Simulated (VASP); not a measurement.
Set up this calculation in VASP 6.6.1, as the native input.

| Item | Value |
| --- | --- |
| Task | single point |
| Functional | PBE |
| Potentials or basis | VASP PAW PBE potentials, release 64 (Au, Cu) |
| Cutoff | 520 eV |
| k mesh | 9 × 9 × 7 |
| Occupations | fermi-dirac, width 0.05 eV |
| Spin | no spin polarisation |
| Dipole correction | no |
| Further INCAR settings | ALGO = Fast; EDIFF = 1e-06; NBANDS = 18 |

The structure of CuAu lies in POSCAR:

```
CuAu
1.0
    2.7727616977      0.0000000000      0.0000000000
    0.0000000000      2.7727616977      0.0000000000
    0.0000000000      0.0000000000      3.6351965976
Au Cu
1 1
Direct
    0.0000000000      0.0000000000      0.0000000000
    0.5000000000      0.5000000000      0.5000000000
```

One way to write it, as run:

INCAR

```
ALGO = Fast ; EDIFF = 1E-6
ENCUT = 520 ; GGA = PE
ISIF = 2 ; ISMEAR = -1
LASPH = True ; LCHARG = True
LELF = True ; LREAL = False
LVHAR = True ; LWAVE = False
NBANDS = 18 ; NELM = 60
PREC = Accurate ; SIGMA = 0.05
```

KPOINTS

```
k-points
0
Gamma
  9 9 7
```

Potentials or basis: VASP PAW PBE potentials, release 64 (Au, Cu).

The run is started by

```sh
$ cat potpaw_PBE.64/Au/POTCAR potpaw_PBE.64/Cu/POTCAR > POTCAR
$ mpirun -np 1 vasp_std > vasp.out
```

Results of the run:

| Quantity | Value |
| --- | --- |
| Pressure | 12.2 GPa |
| Band gap on the k mesh | zero (band 11 reaches 12.93 eV, above the bottom of band 12 at 7.31 eV) |

Caveat: spin-orbit coupling is left out, which moves the levels of the heavy elements.

Wall time 38 s on 1 thread of AMD EPYC 7R43 64-Core Processor (Zen 3), with other jobs on the host, peak memory 0.13 GiB.
